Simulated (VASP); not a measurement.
Write the native input for VASP 6.6.1 that does the following.

```yaml
Task: relaxation of cell and atoms
Functional: LDA
Potentials_or_basis: VASP PAW LDA potentials, release 64 (Ta_sv_GW)
Cutoff: 500 eV
k_mesh: 11 × 11 × 6
Occupations: fermi-dirac, width 0.15 eV
Spin: no spin polarisation
Dipole_correction: no
Second_run: valence_matched
Further_INCAR_settings: ALGO = Normal; EDIFF = 1e-07; IBRION = 2; EDIFFG = -0.01; NSW = 80; ISIF = 3
```

The structure of Ta lies in POSCAR:

```
Ta
1.0
    2.9003720000      0.0000000000      0.0000000000
   -1.4501860000      2.5117960000      0.0000000000
    0.0000000000      0.0000000000      5.1662740000
Ta
2
Direct
    0.6666666667      0.3333333333      0.7500000000
    0.3333333333      0.6666666667      0.2500000000
```

One way to write it, as run:

INCAR

```
SYSTEM = Ta
PREC     = Accurate       ! precision mode
ENCUT    = 500            ! plane-wave cutoff, eV
EDIFF    = 1E-7           ! SCF threshold, eV
ISMEAR   = -1             ! smearing method
SIGMA    = 0.15           ! smearing width, eV
LREAL    = .False.        ! projectors in reciprocal space
LASPH    = .True.         ! aspherical terms in the spheres
NELM     = 120            ! most SCF steps
ALGO     = Normal         ! electronic algorithm
ISIF     = 3              ! what is computed and relaxed
LWAVE    = .False.        ! write WAVECAR
LCHARG   = .False.        ! write CHGCAR
IBRION   = 2              ! ionic algorithm
NSW      = 80             ! ionic steps
EDIFFG   = -0.01          ! ionic threshold
GGA_COMPAT= .False.      
NELMIN   = 4
```

KPOINTS

```
regular mesh
0
Gamma
  11 11 6
  0 0 0
```

Potentials or basis: VASP PAW LDA potentials, release 64 (Ta_sv_GW).

Command:

```bash
$ cat potpaw_LDA.64/Ta_sv_GW/POTCAR > POTCAR
$ mpirun -np 1 vasp_std > vasp.out
```

It gave:

* Relaxed volume: 17.69 Å³/atom
* Relaxed cell: a = 2.839 Å, b = 2.839 Å, c = 5.069 Å, α = 90.00°, β = 90.00°, γ = 120.00°
* Space group after relaxing (to 0.05 Å): P6_3/mmc (No. 194)
* Energy gained by relaxing: 43.8 meV/atom
* Ionic steps: 8
* Pressure after relaxing: 0.0 GPa
* Band gap on the k mesh: zero (band 13 reaches 12.60 eV, above the bottom of band 14 at 10.04 eV)

Caveat: spin-orbit coupling is left out, which moves the levels of the heavy elements.

Run time: 3.4 min on 1 thread of Intel(R) Xeon(R) Platinum 8375C CPU @ 2.90GHz (Ice Lake) (shared host), peak memory 0.18 GiB.
